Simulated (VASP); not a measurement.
# Nb (Im-3m) in VASP: a series of runs

Nb is run at these levels: BLYP; tasks: single point.

Program: VASP 6.6.1. These are calculated values, not measurements. Logs are shortened: lines on timing, memory, paths and dates and some standing lists are left out, and cuts for length are marked.

### Step 1. The cell of the first run

The structure is cubic, space group Im-3m (No. 229). The conventional cell has a = 3.352 Å, b = 3.352 Å, c = 3.352 Å, α = 90.00°, β = 90.00°, γ = 90.00°. Within 3.8 Å of Nb (site symmetry m-3m) lie 14 Nb at 2.90 to 3.35 Å.

### Step 2. Single point, BLYP

Input file INCAR:

```
AGGAC = 1.0
AGGAX = 1.0
ALDAC = 0.0
ALDAX = 1.0
ALGO = Normal
EDIFF = 1E-6
ENCUT = 520
GGA = B5
ISIF = 2
ISMEAR = -1
LASPH = True
LCHARG = True
LELF = True
LREAL = False
LVHAR = True
LWAVE = False
NBANDS = 12
NELM = 80
PREC = Accurate
SIGMA = 0.1
```

Input file KPOINTS:

```
k-points
0
Gamma
  22 22 22
```

Input file POSCAR:

```
Nb
1.0
   -1.6757712594      1.6757712594      1.6757712594
    1.6757712594     -1.6757712594      1.6757712594
    1.6757712594      1.6757712594     -1.6757712594
Nb
1
Direct
    0.0000000000      0.0000000000      0.0000000000
```

Potentials or basis: VASP PAW PBE potentials, release 64 (Nb_sv).

Started as:

```sh
$ cat potpaw_PBE.64/Nb_sv/POTCAR > POTCAR
$ mpirun -np 1 vasp_std > vasp.out
```

OUTCAR:

```text
EDIFF = 1E-6
   ENCUT = 520
   GGA = B5
   ISIF = 2
   ISMEAR = -1
   LASPH = True
   LREAL = False
   NELM = 80
   PREC = Accurate

 ion  position               nearest neighbor table
   1  0.000  0.000  0.000-

  LATTYP: Found a body centered cubic cell.
 ALAT       =     3.3515425188

  Lattice vectors:

 A1 = (  -1.6757712594,   1.6757712594,   1.6757712594)
 A2 = (   1.6757712594,  -1.6757712594,   1.6757712594)
 A3 = (   1.6757712594,   1.6757712594,  -1.6757712594)

Analysis of symmetry for initial positions (statically):
=====================================================================
 Subroutine PRICEL returns:
 Original cell was already a primitive cell.

 Routine SETGRP: Setting up the symmetry group for a
 body centered cubic supercell.

 Subroutine GETGRP returns: Found 48 space group operations
 (whereof 48 operations were pure point group operations)
 out of a pool of 48 trial point group operations.

The static configuration has the point symmetry O_h .

Analysis of symmetry for dynamics (positions and initial velocities):
=====================================================================
 Subroutine PRICEL returns:
 Original cell was already a primitive cell.

 Routine SETGRP: Setting up the symmetry group for a
 body centered cubic supercell.

 Subroutine GETGRP returns: Found 48 space group operations
 (whereof 48 operations were pure point group operations)
 out of a pool of 48 trial point group operations.

The dynamic configuration has the point symmetry O_h .

 Subroutine INISYM returns: Found 48 space group operations
 (whereof 48 operations are pure point group operations),
 and found     1 'primitive' translations

----------------------------------------------------------------------------------------

                                     Primitive cell

  volume of cell :      18.8237

  direct lattice vectors                    reciprocal lattice vectors
    -1.675771259  1.675771259  1.675771259     0.000000000  0.298370077  0.298370077
     1.675771259 -1.675771259  1.675771259     0.298370077  0.000000000  0.298370077
     1.675771259  1.675771259 -1.675771259     0.298370077  0.298370077  0.000000000

  length of vectors
     2.902520963  2.902520963  2.902520963     0.421959010  0.421959010  0.421959010

[... 81 lines left out ...]
   NSW    =      0    number of steps for IOM
   IBRION =     -1    ionic relax: 0-MD 1-quasi-New 2-CG
   NFREE  =      0    steps in history (QN), initial steepest desc. (CG)
   ISIF   =      2    stress and relaxation
   ISYM   =      2    0-nonsym 1-usesym 2-fastsym
   POTIM  = 0.5000    time-step for ionic-motion
   TEBEG  =    0.0;   TEEND  =   0.0 temperature during run
   PSTRESS=    0.0 pullay stress
   NELECT =      13.0000    total number of electrons
   NUPDOWN=      -1.0000    fix difference up-down
   EMIN   =  10.00;   EMAX   =-10.00  energy-range for DOS
   EFERMI =   0.00;   METHOD = LEGACY
   ISMEAR =    -1;   SIGMA  =   0.10  broadening in eV -4-tet -1-fermi 0-gaus
   EFERMI_NEDOS =   21; number of points for ismear=-14 and -15
   IALGO  =     38    algorithm
   IMIX   =      4    mixing-type and parameters
     AMIX     =   0.40;   BMIX     =  1.00
     AMIX_MAG =   1.60;   BMIX_MAG =  1.00
  volume/ion in A,a.u.               =      18.82       127.03
  Fermi-wavevector in a.u.,A,eV,Ry     =   1.447064  2.734555 28.490539  2.093996
  Thomas-Fermi vector in A             =   2.565062
   LORBIT       =      0    0 simple, 1 ext, 2 COOP (PROOUT), +10 PAW based schemes
   GGA     = B5    functional components
   LHFCALC =     F    Hartree Fock is set to
   AEXX    =    0.0000 exact exchange contribution
   IVDW    =     0    specifies the selected vdW correction
   LEPSILON=     F    determine dielectric tensor
   LRPA    =     F    only Hartree local field effects (RPA)
 non-spin polarized calculation
  energy-cutoff  :      520.00
  volume of cell :       18.82
 maximum number of plane-waves:       531
 NGX is ok and might be reduce to    24
   NGX = 11   NGY = 11   NGZ = 11

 number of electron      12.9999999 magnetization

 Free energy of the ion-electron system (eV)
  ---------------------------------------------------
  ext. energy  EPLUGINS =         0.00000000
  ---------------------------------------------------
  free energy    TOTEN  =        -8.88222726 eV

  energy without entropy =       -8.83076506  energy(sigma->0) =       -8.85649616

 E-fermi :  11.1413     XC(G=0): -11.6618

 val. band max:       11.1405011558   @ k =   0.3182   0.1818   0.1364
 cond. band min:      11.1528975011   @ k =   0.1818   0.0000   0.0000
 fundamental gap:      0.0123963453
 Fermi energy:        11.1413390198

 k-point     1 :       0.0000    0.0000    0.0000
  band No.  band energies     occupation
      1     -43.1874      2.00000
      2     -18.6883      2.00000
      3     -18.6883      2.00000
      4     -18.6883      2.00000
      5       5.4482      2.00000
      6      11.4131      0.12387
      7      11.4131      0.12387
      8      11.4131      0.12387
      9      14.1925      0.00000
     10      14.1925      0.00000
     11      25.3721      0.00000
     12      25.3721      0.00000
[... 331 lines left out ...]
 k-point    24 :       0.1364    0.0909    0.0000
  band No.  band energies     occupation
      1     -43.1175      2.00000
      2     -19.1037      2.00000
      3     -18.7971      2.00000
      4     -18.7208      2.00000
      5       6.8143      2.00000
      6      10.7686      1.95302
      7      10.9272      1.78967
      8      12.9180      0.00000
      9      13.4536      0.00000
     10      14.3854      0.00000
     11      26.2424      0.00000
     12      26.9130      0.00000

 [... further k-points ...]

------------------------ aborting loop because EDIFF is reached ----------------------------------------

  FORCE on cell =-STRESS in cart. coord.  units (eV):
  Direction    XX          YY          ZZ          XY          YZ          ZX
  --------------------------------------------------------------------------------------
  -------------------------------------------------------------------------------------
  Total        0.0229433      0.0229433      0.0229433      0.0000000      0.0000000      0.0000000
  in kB        1.9528168      1.9528168      1.9528168      0.0000000      0.0000000      0.0000000
  external PRESSURE =       1.9528168 kB  Pullay stress =       0.0000000 kB

 VOLUME and BASIS-vectors are now :
 -----------------------------------------------------------------------------
  energy-cutoff  :      520.00
  volume of cell :       18.82
      direct lattice vectors                 reciprocal lattice vectors
    -1.675771259  1.675771259  1.675771259     0.000000000  0.298370077  0.298370077
     1.675771259 -1.675771259  1.675771259     0.298370077  0.000000000  0.298370077
     1.675771259  1.675771259 -1.675771259     0.298370077  0.298370077  0.000000000

 POSITION                                       TOTAL-FORCE (eV/Angst)
 -----------------------------------------------------------------------------------
      0.00000      0.00000      0.00000        -0.000000      0.000000     -0.000000
 -----------------------------------------------------------------------------------
    total drift:                                0.000000      0.000000     -0.000000

  FREE ENERGIE OF THE ION-ELECTRON SYSTEM (eV)
  ---------------------------------------------------
  free  energy   TOTEN  =        -8.8822272584 eV

  energy  without entropy=       -8.8307650649  energy(sigma->0) =       -8.85649616
```

stdout:

```text
POSCAR found type information on POSCAR Nb
 POSCAR found :  1 types and       1 ions
 scaLAPACK will be used
 -----------------------------------------------------------------------------
|                                                                             |
|                                                                             |
|     You enforced a specific xc type in the INCAR file but a different       |
|     I HOPE YOU KNOW WHAT YOU ARE DOING!                                     |
|                                                                             |
 -----------------------------------------------------------------------------

 LDA part: xc-table for (Slater(with rela. corr.)+VWN5), standard interpolation
 POSCAR, INCAR and KPOINTS ok, starting setup
 FFT: planning ... GRIDC
 FFT: planning ... GRID_SOFT
 FFT: planning ... GRID
 WAVECAR not read
 entering main loop
```

Wall time 24 s (1 thread of Intel Xeon 6975P-C (Granite Rapids), shared host); peak memory 0.19 GiB.

What came out:

- Free energy: -8.8822 eV
- Pressure: 0.2 GPa

Caveat: the PAW data sets were made with another functional, which shifts forces and pressure a little.

### Step 3. Single point, BLYP (volume scaled by 1.04)

Input file INCAR:

```
SYSTEM = Nb
AGGAC    = 1.0          
AGGAX    = 1.0          
ALDAC    = 0.0          
ALDAX    = 1.0          
ALGO     = Normal         ! electronic algorithm
EDIFF    = 1E-7           ! SCF threshold, eV
ENCUT    = 520            ! plane-wave cutoff, eV
GGA      = B5             ! functional
ISIF     = 2              ! what is computed and relaxed
ISMEAR   = -1             ! smearing method
LASPH    = .TRUE.         ! aspherical terms in the spheres
LCHARG   = .TRUE.         ! write CHGCAR
LELF     = .TRUE.         ! ELF
LREAL    = .FALSE.        ! projectors in reciprocal space
LVHAR    = .TRUE.       
LWAVE    = .FALSE.        ! write WAVECAR
NBANDS   = 12             ! bands
NELM     = 100            ! most SCF steps
PREC     = Accurate       ! precision mode
SIGMA    = 0.1            ! smearing width, eV
```

Input file KPOINTS:

```
k-points
0
G
  22 22 22
  0 0 0
```

Input file POSCAR:

```
Nb
1.0
   -1.6978234101      1.6978234101      1.6978234101
    1.6978234101     -1.6978234101      1.6978234101
    1.6978234101      1.6978234101     -1.6978234101
Nb
1
Direct
    0.0000000000      0.0000000000      0.0000000000
```

Potentials or basis: VASP PAW PBE potentials, release 64 (Nb_sv).

Started as:

```sh
$ cat potpaw_PBE.64/Nb_sv/POTCAR > POTCAR
$ mpirun -np 1 vasp_std > vasp.out
```

Run time: 24 s. Hardware: 1 thread of Intel Xeon 6975P-C (Granite Rapids), shared host; peak memory 0.19 GiB.

It converged, with:

* Free energy: -8.8698 eV
* Pressure: -5.5 GPa

Levels at points of the mesh, in eV from the Fermi level:
| k point | band 4 | band 5 | band 6 | band 7 | band 8 | band 9 | band 10 | band 11 |
| --- | --- | --- | --- | --- | --- | --- | --- | --- |
| (0.00, 0.00, 0.00) | -29.95 | -5.62 | 0.28 | 0.28 | 0.28 | 2.93 | 2.93 | 14.11 |
| (0.50, 0.00, 0.00) | -29.96 | -3.37 | -1.50 | 2.11 | 2.90 | 3.50 | 5.58 | 10.76 |
| (0.50, 0.50, 0.50) | -30.68 | -3.25 | -3.25 | 4.92 | 4.92 | 4.92 | 8.52 | 8.52 |

Caveat: the PAW data sets were made with another functional, which shifts forces and pressure a little.

### Step 4. Single point, BLYP (volume scaled by 1.08)

Input file INCAR:

```
  PREC = Accurate
  ENCUT = 520
  EDIFF = 1E-6
  ISMEAR = -1
  SIGMA = 0.1
  LREAL = F
  LASPH = T
  NELM = 80
  ALGO = Normal
  ISIF = 2
  LWAVE = F
  LCHARG = T
  GGA = B5
  ALDAX = 1.0
  AGGAX = 1.0
  AGGAC = 1.0
  ALDAC = 0.0
  LELF = T
  LVHAR = T
  NBANDS = 12
```

Input file KPOINTS:

```
regular mesh
0
Gamma
  22 22 22
```

Input file POSCAR:

```
Nb
1.0
   -1.7193171274      1.7193171274      1.7193171274
    1.7193171274     -1.7193171274      1.7193171274
    1.7193171274      1.7193171274     -1.7193171274
Nb
1
Direct
    0.0000000000      0.0000000000      0.0000000000
```

Started as:

```sh
$ cat potpaw_PBE.64/Nb_sv/POTCAR > POTCAR
$ mpirun -np 1 vasp_std > vasp.out
```

Wall time 24 s (1 thread of Intel Xeon 6975P-C (Granite Rapids), shared host); peak memory 0.19 GiB.

The run converged. Its results:

| Item | Value |
| --- | --- |
| Free energy | -8.8329 eV |
| Pressure | -10.2 GPa |

Levels at points of the mesh, in eV from the Fermi level:
```csv
k point,band 3,band 4,band 5,band 6,band 7,band 8,band 9,band 10,band 11,band 12
"(0.00, 0.00, 0.00)",-30.07,-30.07,-5.54,0.28,0.28,0.28,2.82,2.82,14.00,14.00
"(0.50, 0.00, 0.00)",-30.37,-30.07,-3.23,-1.41,1.96,2.77,3.34,5.31,10.23,11.38
"(0.50, 0.50, 0.50)",-30.71,-30.71,-3.07,-3.07,4.68,4.68,4.68,8.23,8.23,8.23
```

Caveat: the PAW data sets were made with another functional, which shifts forces and pressure a little.

### Step 5. Single point, BLYP (volume scaled by 1.12)

Input file INCAR:

```
PREC = Accurate
ENCUT = 520
EDIFF = 1E-6
ISMEAR = -1
SIGMA = 0.1
LREAL = False
LASPH = True
NELM = 80
ALGO = Normal
ISIF = 2
LWAVE = False
LCHARG = False
GGA = B5
ALDAX = 1.0
AGGAX = 1.0
AGGAC = 1.0
ALDAC = 0.0
NBANDS = 12
```

Input file KPOINTS:

```
Automatic mesh
0
Gamma
  22 22 22
```

Input file POSCAR:

```
Nb
1.0
   -1.7402864761      1.7402864761      1.7402864761
    1.7402864761     -1.7402864761      1.7402864761
    1.7402864761      1.7402864761     -1.7402864761
Nb
1
Direct
    0.0000000000      0.0000000000      0.0000000000
```

Potentials or basis: VASP PAW PBE potentials, release 64 (Nb_sv).

Started as:

```sh
$ cat potpaw_PBE.64/Nb_sv/POTCAR > POTCAR
$ mpirun -np 1 vasp_std > vasp.out
```

OUTCAR:

```text
PREC = Accurate
   ENCUT = 520
   EDIFF = 1E-6
   ISMEAR = -1
   LREAL = False
   LASPH = True
   NELM = 80
   ISIF = 2
   GGA = B5

 ion  position               nearest neighbor table
   1  0.000  0.000  0.000-

  LATTYP: Found a body centered cubic cell.
 ALAT       =     3.4805729522

  Lattice vectors:

 A1 = (  -1.7402864761,   1.7402864761,   1.7402864761)
 A2 = (   1.7402864761,  -1.7402864761,   1.7402864761)
 A3 = (   1.7402864761,   1.7402864761,  -1.7402864761)

Analysis of symmetry for initial positions (statically):
=====================================================================
 Subroutine PRICEL returns:
 Original cell was already a primitive cell.

 Routine SETGRP: Setting up the symmetry group for a
 body centered cubic supercell.

 Subroutine GETGRP returns: Found 48 space group operations
 (whereof 48 operations were pure point group operations)
 out of a pool of 48 trial point group operations.

The static configuration has the point symmetry O_h .

[... 164 lines left out ...]
 k-point     1 :       0.0000    0.0000    0.0000
  band No.  band energies     occupation
      1     -44.8194      2.00000
      2     -20.4969      2.00000
      3     -20.4969      2.00000
      4     -20.4969      2.00000
      5       4.2259      2.00000
      6       9.9523      0.12201
      7       9.9523      0.12201
      8       9.9523      0.12201
      9      12.3866      0.00000
     10      12.3866      0.00000
     11      23.5578      0.00000
     12      23.5578      0.00000
[... 331 lines left out ...]
 k-point    24 :       0.1364    0.0909    0.0000
  band No.  band energies     occupation
      1     -44.7756      2.00000
      2     -20.7829      2.00000
      3     -20.5730      2.00000
      4     -20.5188      2.00000
      5       5.4575      2.00000
      6       9.4074      1.87582
      7       9.5455      1.58299
      8      11.2415      0.00000
      9      11.7730      0.00000
     10      12.5425      0.00000
     11      24.1590      0.00000
     12      24.5598      0.00000

 [... further k-points ...]

------------------------ aborting loop because EDIFF is reached ----------------------------------------

  FORCE on cell =-STRESS in cart. coord.  units (eV):
  Direction    XX          YY          ZZ          XY          YZ          ZX
  --------------------------------------------------------------------------------------
  -------------------------------------------------------------------------------------
  Total       -1.8450983     -1.8450983     -1.8450983      0.0000000      0.0000000      0.0000000
  in kB     -140.2193254   -140.2193254   -140.2193254      0.0000000      0.0000000      0.0000000
  external PRESSURE =    -140.2193254 kB  Pullay stress =       0.0000000 kB

 VOLUME and BASIS-vectors are now :
 -----------------------------------------------------------------------------
  energy-cutoff  :      520.00
  volume of cell :       21.08
      direct lattice vectors                 reciprocal lattice vectors
    -1.740286476  1.740286476  1.740286476     0.000000000  0.287309019  0.287309019
     1.740286476 -1.740286476  1.740286476     0.287309019  0.000000000  0.287309019
     1.740286476  1.740286476 -1.740286476     0.287309019  0.287309019  0.000000000

 POSITION                                       TOTAL-FORCE (eV/Angst)
 -----------------------------------------------------------------------------------
      0.00000      0.00000      0.00000        -0.000000      0.000000     -0.000000
 -----------------------------------------------------------------------------------
    total drift:                                0.000000      0.000000      0.000000

  FREE ENERGIE OF THE ION-ELECTRON SYSTEM (eV)
  ---------------------------------------------------
  free  energy   TOTEN  =        -8.7760871666 eV

  energy  without entropy=       -8.7179152599  energy(sigma->0) =       -8.74700121
```

OSZICAR:

```text
N       E                     dE             d eps       ncg     rms          rms(c)
DAV:   1     0.116541634164E+03    0.11654E+03   -0.71820E+03  7896   0.105E+03
DAV:   2    -0.416362836170E+01   -0.12071E+03   -0.11644E+03  8656   0.379E+02
DAV:   3    -0.891398776887E+01   -0.47504E+01   -0.44811E+01 11272   0.648E+01
DAV:   4    -0.924158168379E+01   -0.32759E+00   -0.32510E+00 11392   0.159E+01
DAV:   5    -0.925162824495E+01   -0.10047E-01   -0.10042E-01 11348   0.235E+00    0.582E+00
DAV:   6    -0.881440539297E+01    0.43722E+00   -0.67934E-01 12540   0.981E+00    0.190E+00
DAV:   7    -0.877210146038E+01    0.42304E-01   -0.15267E-01 13072   0.450E+00    0.844E-01
DAV:   8    -0.877600356869E+01   -0.39021E-02   -0.97788E-03  9268   0.123E+00    0.580E-02
DAV:   9    -0.877607323359E+01   -0.69665E-04   -0.67638E-04 13268   0.261E-01    0.306E-02
DAV:  10    -0.877609057362E+01   -0.17340E-04   -0.25192E-05  9168   0.540E-02    0.957E-03
DAV:  11    -0.877608710534E+01    0.34683E-05   -0.42937E-06 10644   0.242E-02    0.222E-03
DAV:  12    -0.877608716661E+01   -0.61271E-07   -0.16214E-07  5200   0.445E-03
   1 F= -.87760872E+01 E0= -.87470012E+01  d E =-.581719E-01
```

Wall time 24 s (1 thread of Intel Xeon 6975P-C (Granite Rapids), shared host); peak memory 0.2 GiB.

What came out:

```yaml
Free_energy: -8.7761 eV
Pressure: -14.0 GPa
```

Levels at points of the mesh, in eV from the Fermi level:
| k point | band 5 | band 6 | band 7 | band 8 | band 9 | band 10 |
| --- | --- | --- | --- | --- | --- | --- |
| (0.00, 0.00, 0.00) | -5.45 | 0.27 | 0.27 | 0.27 | 2.71 | 2.71 |
| (0.50, 0.00, 0.00) | -3.11 | -1.33 | 1.84 | 2.64 | 3.19 | 5.05 |
| (0.50, 0.50, 0.50) | -2.90 | -2.90 | 4.46 | 4.46 | 4.46 | 7.96 |

Caveat: the PAW data sets were made with another functional, which shifts forces and pressure a little.

### Step 6. Summary

```csv
cell,gap on the mesh (eV),pressure (GPa)
"a = 2.903 Å, angles 109.5°, 1 atom",none,0.2
"a = 2.941 Å, angles 109.5°, 1 atom",none,-5.5
"a = 2.978 Å, angles 109.5°, 1 atom",none,-10.2
"a = 3.014 Å, angles 109.5°, 1 atom",none,-14.0
```

Alike in all rows: task single point; level BLYP; potentials or basis VASP PAW PBE potentials, release 64 (Nb_sv); no spin polarisation; k mesh 22 × 22 × 22; cutoff (eV) 520; smearing fermi-dirac 0.1 eV.

Caveats: the PAW data sets were made with another functional, which shifts forces and pressure a little.

Total energies depend on the potentials used, so only differences within one code and one set of settings carry meaning.
